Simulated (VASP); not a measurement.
## Hf2W: single point with PBE

The system is Hf2W.

```
CELL_PARAMETERS angstrom
4.89429 0.00000 0.00000
-2.44714 4.23858 0.00000
0.00000 0.00000 2.79779
ATOMIC_POSITIONS crystal
Hf 0.33333 0.66667 0.50000
Hf 0.66667 0.33333 0.50000
W 0.00000 0.00000 0.00000
```

| Property | Result |
| --- | --- |
| Program | VASP 6.6.1 |
| Task | single point |
| Functional | PBE |
| Potentials or basis | VASP PAW PBE potentials, release 64 (Hf_pv, W_sv) |
| Cutoff | 520 eV |
| k mesh | 6 × 6 × 4 |
| Occupations | gaussian, width 0.1 eV |
| Spin | no spin polarisation |

```json
{"Pressure": "-0.3 GPa", "Band gap on the k mesh": "zero (bands 17 and 18 overlap by 2.11 eV)"}
```

Stress tensor (GPa, compression positive):
```
-0.49  0.00  0.00
 0.00 -0.49  0.00
 0.00  0.00 -0.01
```

Levels at points of the mesh, in eV from the Fermi level:
| k point | band 13 | band 14 | band 15 | band 16 | band 17 | band 18 | band 19 | band 20 | band 21 | band 22 |
| --- | --- | --- | --- | --- | --- | --- | --- | --- | --- | --- |
| (0.00, 0.00, 0.00) | -1.34 | -1.34 | -1.00 | -0.95 | -0.95 | -0.21 | 1.60 | 1.60 | 2.30 | 2.30 |
| (0.50, 0.00, 0.00) | -4.13 | -1.71 | -1.09 | -0.72 | -0.64 | -0.07 | 1.07 | 1.82 | 2.42 | 3.07 |
| (0.00, 0.00, 0.50) | -2.88 | -2.80 | -2.80 | -2.03 | 0.94 | 0.94 | 2.48 | 2.48 | 3.56 | 3.56 |
| (0.50, 0.00, 0.50) | -2.55 | -2.40 | -0.66 | -0.53 | -0.47 | 0.14 | 1.06 | 1.76 | 2.87 | 4.44 |

Run time: 30 s on 1 thread of Intel(R) Xeon(R) Platinum 8259CL CPU @ 2.50GHz (Skylake/Cascade Lake), on a shared host, peak memory 0.18 GiB.

Caveat: the k points lie up to 0.56 Å⁻¹ apart, too coarse for converged energies and pressures of a metal; spin-orbit coupling is left out, which moves the levels of the heavy elements.
